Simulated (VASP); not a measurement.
# ZrB (Fm-3m) in VASP: further runs, part 2 of 2

VASP 6.6.1. Earlier steps stand in the parts before.

## (4) Single point, PBEsol (volume scaled by 0.88)

The input, INCAR:

```
ALGO = Normal ; EDIFF = 1E-7
ENCUT = 520 ; GGA = PS
ISIF = 2 ; ISMEAR = 0
LASPH = True ; LCHARG = False
LREAL = False ; LWAVE = False
NBANDS = 14 ; NELM = 80
PREC = Accurate ; SIGMA = 0.1
```

The input, KPOINTS:

```
k-points
0
Gamma
  14 14 14
```

The input, POSCAR:

```
ZrB
1.0
    0.0000000000      2.3296866092      2.3296866092
    2.3296866092      0.0000000000      2.3296866092
    2.3296866092      2.3296866092      0.0000000000
Zr B
1 1
Direct
    0.0000000000      0.0000000000      0.0000000000
    0.5000000000      0.5000000000      0.5000000000
```

Potentials or basis: VASP PAW PBE potentials, release 64 (Zr_sv, B).

Command:

```console
$ cat potpaw_PBE.64/Zr_sv/POTCAR potpaw_PBE.64/B/POTCAR > POTCAR
$ mpirun -np 1 vasp_std > vasp.out
```

OUTCAR:

```text
EDIFF = 1E-7
   ENCUT = 520
   GGA = PS
   ISIF = 2
   ISMEAR = 0
   LASPH = True
   LREAL = False
   NELM = 80
   PREC = Accurate

 ion  position               nearest neighbor table
   1  0.000  0.000  0.000-   2 2.33   2 2.33   2 2.33   2 2.33   2 2.33   2 2.33
   2  0.500  0.500  0.500-   1 2.33   1 2.33   1 2.33   1 2.33   1 2.33   1 2.33

  LATTYP: Found a face centered cubic cell.
 ALAT       =     4.6593732184

  Lattice vectors:

 A1 = (   0.0000000000,   2.3296866092,   2.3296866092)
 A2 = (   2.3296866092,   0.0000000000,   2.3296866092)
 A3 = (   2.3296866092,   2.3296866092,   0.0000000000)

Analysis of symmetry for initial positions (statically):
=====================================================================
 Subroutine PRICEL returns:
 Original cell was already a primitive cell.

 Routine SETGRP: Setting up the symmetry group for a
 face centered cubic supercell.

 Subroutine GETGRP returns: Found 48 space group operations
 (whereof 48 operations were pure point group operations)
 out of a pool of 48 trial point group operations.

The static configuration has the point symmetry O_h .

Analysis of symmetry for dynamics (positions and initial velocities):
=====================================================================
 Subroutine PRICEL returns:
 Original cell was already a primitive cell.

 Routine SETGRP: Setting up the symmetry group for a
 face centered cubic supercell.

 Subroutine GETGRP returns: Found 48 space group operations
 (whereof 48 operations were pure point group operations)
 out of a pool of 48 trial point group operations.

The dynamic configuration has the point symmetry O_h .

 Subroutine INISYM returns: Found 48 space group operations
 (whereof 48 operations are pure point group operations),
 and found     1 'primitive' translations

----------------------------------------------------------------------------------------

                                     Primitive cell

  volume of cell :      25.2885

  direct lattice vectors                    reciprocal lattice vectors
     0.000000000  2.329686609  2.329686609    -0.214621142  0.214621142  0.214621142
     2.329686609  0.000000000  2.329686609     0.214621142 -0.214621142  0.214621142
     2.329686609  2.329686609  0.000000000     0.214621142  0.214621142 -0.214621142

  length of vectors
     3.294674399  3.294674399  3.294674399     0.371734722  0.371734722  0.371734722

  position of ions in fractional coordinates (direct lattice)
     0.000000000  0.000000000  0.000000000
     0.500000000  0.500000000  0.500000000

  ion indices of the primitive-cell ions
   primitive index   ion index
                 1           1
                 2           2

----------------------------------------------------------------------------------------

 KPOINTS: k-points

Automatic generation of k-mesh.
 Grid dimensions read from file:
 generate k-points for:   14   14   14

 Generating k-lattice:

  Cartesian coordinates                     Fractional coordinates (reciprocal lattice)
    -0.015330082  0.015330082  0.015330082     0.071428571  0.000000000  0.000000000
     0.015330082 -0.015330082  0.015330082     0.000000000  0.071428571  0.000000000
     0.015330082  0.015330082 -0.015330082     0.000000000  0.000000000  0.071428571

  Length of vectors
     0.026552480  0.026552480  0.026552480

  Shift w.r.t. Gamma in fractional coordinates (k-lattice)
     0.000000000  0.000000000  0.000000000

 Subroutine IBZKPT returns following result:
 ===========================================

 Found    104 irreducible k-points:

 Following reciprocal coordinates:
            Coordinates               Weight
  0.000000  0.000000  0.000000      1.000000
  0.071429  0.000000  0.000000      8.000000
  0.142857  0.000000  0.000000      8.000000
  0.214286  0.000000  0.000000      8.000000
  0.285714  0.000000  0.000000      8.000000
  0.357143  0.000000  0.000000      8.000000
[... 16 lines left out ...]
  0.214286  0.142857  0.000000     24.000000
  0.285714  0.142857  0.000000     24.000000
 [... further k-points ...]
   k-points           NKPTS =    104   k-points in BZ     NKDIM =    104   number of bands    NBANDS=     14
   number of dos      NEDOS =    301   number of ions     NIONS =      2
   total plane-waves  NPLWV =  21952
   dimension x,y,z NGX =    28 NGY =   28 NGZ =   28
   dimension x,y,z NGXF=    56 NGYF=   56 NGZF=   56
   ions per type =               1   1
   NGX,Y,Z   is equivalent  to a cutoff of  14.13, 14.13, 14.13 a.u.
   NGXF,Y,Z  is equivalent  to a cutoff of  28.26, 28.26, 28.26 a.u.
 SYSTEM =  unknown system
   PREC   = accura    normal or accurate (medium, high low for compatibility)
   ISTART =      0    job   : 0-new  1-cont  2-samecut
   ICHARG =      2    charge: 1-file 2-atom 10-const
   ISPIN  =      1    spin polarized calculation?
   LNONCOLLINEAR =      F non collinear calculations
   LSORBIT =      F    spin-orbit coupling
   LASPH  =      T    aspherical Exc in radial PAW
   ENCUT  =  520.0 eV  38.22 Ry    6.18 a.u.   6.13  6.13  6.13*2*pi/ulx,y,z
   NELM   =     80;   NELMIN=  2; NELMDL= -5     # of ELM steps
   EDIFF  = 0.1E-06   stopping-criterion for ELM
   LREAL  =      F    real-space projection
   EDIFFG = 0.1E-05   stopping-criterion for IOM
   NSW    =      0    number of steps for IOM
   IBRION =     -1    ionic relax: 0-MD 1-quasi-New 2-CG
   NFREE  =      0    steps in history (QN), initial steepest desc. (CG)
   ISIF   =      2    stress and relaxation
   ISYM   =      2    0-nonsym 1-usesym 2-fastsym
   POTIM  = 0.5000    time-step for ionic-motion
   TEBEG  =    0.0;   TEEND  =   0.0 temperature during run
   PSTRESS=    0.0 pullay stress
   NELECT =      15.0000    total number of electrons
   NUPDOWN=      -1.0000    fix difference up-down
   EMIN   =  10.00;   EMAX   =-10.00  energy-range for DOS
   EFERMI =   0.00;   METHOD = LEGACY
   ISMEAR =     0;   SIGMA  =   0.10  broadening in eV -4-tet -1-fermi 0-gaus
   EFERMI_NEDOS =   21; number of points for ismear=-14 and -15
   IALGO  =     38    algorithm
   IMIX   =      4    mixing-type and parameters
     AMIX     =   0.40;   BMIX     =  1.00
     AMIX_MAG =   1.60;   BMIX_MAG =  1.00
  volume/ion in A,a.u.               =      12.64        85.33
  Fermi-wavevector in a.u.,A,eV,Ry     =   1.375512  2.599341 25.742679  1.892034
  Thomas-Fermi vector in A             =   2.500841
   LORBIT       =      0    0 simple, 1 ext, 2 COOP (PROOUT), +10 PAW based schemes
   GGA     = PS    functional components
   LHFCALC =     F    Hartree Fock is set to
   AEXX    =    0.0000 exact exchange contribution
   IVDW    =     0    specifies the selected vdW correction
   LEPSILON=     F    determine dielectric tensor
   LRPA    =     F    only Hartree local field effects (RPA)
 non-spin polarized calculation
 Gauss-broadening in eV      SIGMA  =   0.10
  energy-cutoff  :      520.00
  volume of cell :       25.29
 maximum number of plane-waves:       701
 NGX is ok and might be reduce to    28
   NGX = 13   NGY = 13   NGZ = 13

 number of electron      15.0000000 magnetization

 Free energy of the ion-electron system (eV)
  ---------------------------------------------------
  ext. energy  EPLUGINS =         0.00000000
  ---------------------------------------------------
  free energy    TOTEN  =       -16.64581129 eV

  energy without entropy =      -16.64027147  energy(sigma->0) =      -16.64304138

 E-fermi :   8.8255     XC(G=0): -12.3024

 val. band max:        8.8247447802   @ k =   0.3571   0.1429   0.0000
 cond. band min:       8.8314680189   @ k =  -0.3571   0.3571   0.0000
 fundamental gap:      0.0067232387
 Fermi energy:         8.8255004690

 k-point     1 :       0.0000    0.0000    0.0000
  band No.  band energies     occupation
      1     -37.8398      2.00000
      2     -15.6147      2.00000
      3     -15.6147      2.00000
      4     -15.6147      2.00000
      5       0.5446      2.00000
      6      10.7308      0.00000
      7      10.7308      0.00000
      8      10.7308      0.00000
      9      12.5233      0.00000
     10      12.5233      0.00000
     11      12.6829      0.00000
     12      12.6829      0.00000
     13      12.6829      0.00000
     14      19.9303      0.00000
[... 375 lines left out ...]
 k-point    24 :       0.2857    0.1429    0.0000
  band No.  band energies     occupation
      1     -37.7694      2.00000
      2     -16.0918      2.00000
      3     -15.7342      2.00000
      4     -15.7183      2.00000
      5       2.2499      2.00000
      6       7.4132      2.00000
      7       8.6274      1.99492
      8       9.4614      0.00000
      9      11.1489      0.00000
     10      13.3642      0.00000
     11      14.8036      0.00000
     12      16.3539      0.00000
     13      19.0722      0.00000
     14      22.6040      0.00000

 [... further k-points ...]
[... 5 lines left out ...]
  --------------------------------------------------------------------------------------
  -------------------------------------------------------------------------------------
  Total        4.4241274      4.4241274      4.4241274      0.0000000      0.0000000     -0.0000000
  in kB      280.2952250    280.2952250    280.2952250      0.0000000      0.0000000     -0.0000000
  external PRESSURE =     280.2952250 kB  Pullay stress =       0.0000000 kB

 VOLUME and BASIS-vectors are now :
 -----------------------------------------------------------------------------
  energy-cutoff  :      520.00
  volume of cell :       25.29
      direct lattice vectors                 reciprocal lattice vectors
     0.000000000  2.329686609  2.329686609    -0.214621142  0.214621142  0.214621142
     2.329686609  0.000000000  2.329686609     0.214621142 -0.214621142  0.214621142
     2.329686609  2.329686609  0.000000000     0.214621142  0.214621142 -0.214621142

 POSITION                                       TOTAL-FORCE (eV/Angst)
 -----------------------------------------------------------------------------------
      0.00000      0.00000      0.00000         0.000000      0.000000      0.000000
      2.32969      2.32969      2.32969         0.000000      0.000000     -0.000000
 -----------------------------------------------------------------------------------
    total drift:                               -0.000000      0.000000      0.000000

  FREE ENERGIE OF THE ION-ELECTRON SYSTEM (eV)
  ---------------------------------------------------
  free  energy   TOTEN  =       -16.6458112858 eV

  energy  without entropy=      -16.6402714697  energy(sigma->0) =      -16.64304138
```

OSZICAR:

```text
N       E                     dE             d eps       ncg     rms          rms(c)
DAV:   1     0.996663045043E+02    0.99666E+02   -0.79269E+03  2912   0.104E+03
DAV:   2    -0.142127630969E+02   -0.11388E+03   -0.10780E+03  3572   0.288E+02
DAV:   3    -0.182103736402E+02   -0.39976E+01   -0.39518E+01  4172   0.466E+01
DAV:   4    -0.183084926808E+02   -0.98119E-01   -0.98084E-01  3548   0.661E+00
DAV:   5    -0.183105504421E+02   -0.20578E-02   -0.20577E-02  4298   0.724E-01    0.238E+01
DAV:   6    -0.166682067390E+02    0.16423E+01   -0.23019E+00  3472   0.137E+01    0.922E+00
DAV:   7    -0.166448710178E+02    0.23336E-01   -0.28324E-01  4224   0.382E+00    0.366E+00
DAV:   8    -0.166463270511E+02   -0.14560E-02   -0.29309E-02  3650   0.153E+00    0.326E-01
DAV:   9    -0.166457557597E+02    0.57129E-03   -0.22692E-03  3278   0.320E-01    0.133E-01
DAV:  10    -0.166458139020E+02   -0.58142E-04   -0.25428E-04  3446   0.182E-01    0.176E-02
DAV:  11    -0.166458121875E+02    0.17145E-05   -0.91373E-06  3696   0.268E-02    0.350E-03
DAV:  12    -0.166458112876E+02    0.89990E-06   -0.49287E-07  3500   0.783E-03    0.158E-03
DAV:  13    -0.166458112858E+02    0.18699E-08   -0.32462E-08  1876   0.184E-03
   1 F= -.16645811E+02 E0= -.16643041E+02  d E =-.553982E-02
```

stdout:

```text
POSCAR found type information on POSCAR ZrB
 POSCAR found :  2 types and       2 ions
 scaLAPACK will be used
 -----------------------------------------------------------------------------
|                                                                             |
|                                                                             |
|     You enforced a specific xc type in the INCAR file but a different       |
|     I HOPE YOU KNOW WHAT YOU ARE DOING!                                     |
|                                                                             |
 -----------------------------------------------------------------------------

 LDA part: xc-table for (Slater+PW92), standard interpolation
 POSCAR, INCAR and KPOINTS ok, starting setup
 FFT: planning ... GRIDC
 FFT: planning ... GRID_SOFT
 FFT: planning ... GRID
 WAVECAR not read
 entering main loop
```

It took 37 s on 1 thread of Intel Xeon Platinum 8488C (Sapphire Rapids), shared host; peak memory 0.18 GiB.

What came out:

```yaml
Free_energy: -16.6458 eV
Pressure: 28.0 GPa
```

Levels at points of the mesh, in eV from the Fermi level:
```
           k point  band 6  band 7  band 8  band 9  band 10  band 11
(0.00, 0.00, 0.00)    1.91    1.91    1.91    3.70     3.70     3.86
(0.50, 0.00, 0.00)   -3.54   -1.38   -1.38    5.75     5.75     7.34
(0.50, 0.50, 0.00)   -1.13   -0.28    2.57    2.57     5.47     6.91
```

Caveat: the PAW data sets were made with another functional, which shifts forces and pressure a little.

## (5) Summary

```csv
task,cell,cutoff (eV),gap on the mesh (eV),pressure (GPa)
single point,"a = 3.438 Å, angles 60.0°, 2 atoms",520,none,0.2
relaxation of cell and atoms,"relaxed from a = 3.440 Å, angles 60.0°, 2 atoms",600,none,0.0
single point,"a = 3.295 Å, angles 60.0°, 2 atoms",520,none,28.0
```

Alike in all rows: level PBEsol; potentials or basis VASP PAW PBE potentials, release 64 (Zr_sv, B); no spin polarisation; k mesh 14 × 14 × 14; smearing gaussian 0.1 eV.

Caveats: the PAW data sets were made with another functional, which shifts forces and pressure a little; the relaxation stopped at its first step, so nothing moved (some runs).

Total energies depend on the potentials used, so only differences within one code and one set of settings carry meaning.
